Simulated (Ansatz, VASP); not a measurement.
**One calculation of Be16CO, two programs**

INCAR

```
PREC     = Accurate       # precision mode
ENCUT    = 520            # plane-wave cutoff, eV
EDIFF    = 1E-6           # SCF threshold, eV
ISMEAR   = 0              # smearing method
SIGMA    = 0.1            # smearing width, eV
LREAL    = Auto         
LASPH    = True           # aspherical terms in the spheres
NELM     = 60             # most SCF steps
ALGO     = Normal         # electronic algorithm
ISIF     = 2              # what is computed and relaxed
LWAVE    = False          # write WAVECAR
LCHARG   = False          # write CHGCAR
LDIPOL   = True         
IDIPOL   = 3            
DIPOL    = 0.5 0.5 0.314
GGA      = PE             # functional
NBANDS   = 36             # bands
```

KPOINTS

```
regular mesh
0
Gamma
  6 6 1
```

File POSCAR:

```
Be16CO
1.0
    4.5254381410      0.0000000000      0.0000000000
   -2.2627190705      3.9191443934      0.0000000000
    0.0000000000      0.0000000000     23.4761687145
Be C O
16 1 1
Direct
    0.3333333333      0.1666666667      0.1703855535
    0.3333333333      0.6666666667      0.1703855535
    0.8333333333      0.1666666667      0.1703855535
    0.8333333333      0.6666666667      0.1703855535
    0.1666666667      0.3333333333      0.2463521558
    0.1666666667      0.8333333333      0.2463521558
    0.6666666667      0.3333333333      0.2463521558
    0.6666666667      0.8333333333      0.2463521558
    0.3333333333      0.1666666667      0.3241941575
    0.3333333333      0.6666666667      0.3241941575
    0.8333333333      0.1666666667      0.3241941575
    0.8333333333      0.6666666667      0.3241941575
    0.1666666667      0.3333333333      0.4036505628
    0.1666666667      0.8333333333      0.4036505628
    0.6666666667      0.3333333333      0.4036505628
    0.6666666667      0.8333333333      0.4036505628
    0.1666666667      0.3333333333      0.5088636421
    0.2049696816      0.2950303184      0.5565917860
```

Input for Ansatz:

```yaml
crystal:
  lattice:
    - [4.525438141, 0.0, 0.0]
    - [-2.2627190705, 3.9191443934, 0.0]
    - [0.0, 0.0, 23.4761687145]
  atoms:
    - { symbol: Be, position: [0.3333333333, 0.1666666667, 0.1703855535] }
    - { symbol: Be, position: [0.3333333333, 0.6666666667, 0.1703855535] }
    - { symbol: Be, position: [0.8333333333, 0.1666666667, 0.1703855535] }
    - { symbol: Be, position: [0.8333333333, 0.6666666667, 0.1703855535] }
    - { symbol: Be, position: [0.1666666667, 0.3333333333, 0.2463521558] }
    - { symbol: Be, position: [0.1666666667, 0.8333333333, 0.2463521558] }
    - { symbol: Be, position: [0.6666666667, 0.3333333333, 0.2463521558] }
    - { symbol: Be, position: [0.6666666667, 0.8333333333, 0.2463521558] }
    - { symbol: Be, position: [0.3333333333, 0.1666666667, 0.3241941575] }
    - { symbol: Be, position: [0.3333333333, 0.6666666667, 0.3241941575] }
    - { symbol: Be, position: [0.8333333333, 0.1666666667, 0.3241941575] }
    - { symbol: Be, position: [0.8333333333, 0.6666666667, 0.3241941575] }
    - { symbol: Be, position: [0.1666666667, 0.3333333333, 0.4036505628] }
    - { symbol: Be, position: [0.1666666667, 0.8333333333, 0.4036505628] }
    - { symbol: Be, position: [0.6666666667, 0.3333333333, 0.4036505628] }
    - { symbol: Be, position: [0.6666666667, 0.8333333333, 0.4036505628] }
    - { symbol: C, position: [0.1666666667, 0.3333333333, 0.5088636421] }
    - { symbol: O, position: [0.2049696816, 0.2950303184, 0.556591786] }
basis:
  ecutwfc: 420
kpoints:
  mp_grid: { grid: [6, 6, 1] }
hamiltonian:
  xc: pbe
scf:
  occupations: { method: gaussian, width: 0.1 }
output:
  forces: true
  eigenvalues: true
efield:
  axis: 3
  dipole_correction: true
  ramp_width: 0.04
```

Alike in both runs: task single point; functional PBE; k mesh 6 × 6 × 1; occupations gaussian, width 0.1 eV; no spin polarisation.

|  | VASP | Ansatz |
| --- | --- | --- |
| version | VASP 6.6.1 | Ansatz 0.2.0 |
| potentials or method | VASP PAW PBE potentials, release 64 (Be, C, O), cutoff 520 eV | scalar-relativistic, plane waves, PAW |
| valence electrons in the cell | 42 | 42 |

|  | VASP | Ansatz | Ansatz less VASP |
| --- | --- | --- | --- |
| gap on the k mesh at the Fermi level (eV) | none | none | - |
| rms of the force components (eV/Å) | 0.276 | 0.406 | +0.1296 |

Atom by atom the forces differ by 0.152 eV/Å (rms over components). A gap of «none» marks a metal or a gap that the smearing closes. With one functional, cell and mesh, what is left measures potentials, basis and numerics.

Noted on VASP's run: the standard files for N, O and F lose accuracy on very short bonds.
